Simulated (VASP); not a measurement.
Runs of VASP 6.6.1 on InSb3. The structure is that of space group Fm-3m (No. 225), or close to it. The cells are those of the table. 

```csv
task,level,cell,cutoff (eV),gap on the mesh (eV),pressure (GPa),relaxed volume (Å³/atom)
relaxation of cell and atoms,revPBE,"relaxed from a = 5.366 Å, angles 60.0°, 4 atoms",600,-,0.0,27.72
single point,revPBE,"a = 5.397 Å, angles 60.0°, 4 atoms",520,none,(a),-
single point,PBE,"a = 5.360 Å, angles 60.0°, 4 atoms",520,none,0.0,-
relaxation of cell and atoms,PBE,"relaxed from a = 5.366 Å, angles 60.0°, 4 atoms",600,-,0.0,27.20
```

Alike in all rows: potentials or basis VASP PAW PBE potentials, release 64 (In_d, Sb); no spin polarisation; k mesh 10 × 10 × 10; smearing gaussian 0.1 eV.

Q: Estimate the missing entries.

A: (a) -0.1.

Caveats: spin-orbit coupling is left out, which moves the levels of the heavy elements; the highest band is partly filled, so the run has too few bands (at least some runs); the PAW data sets were made with another functional, which shifts forces and pressure a little (at least some runs).

A k mesh can miss the band edges, and the runs leave out spin-orbit coupling on In, Sb.

A gap of «none» marks levels without a gap at the run's occupations.
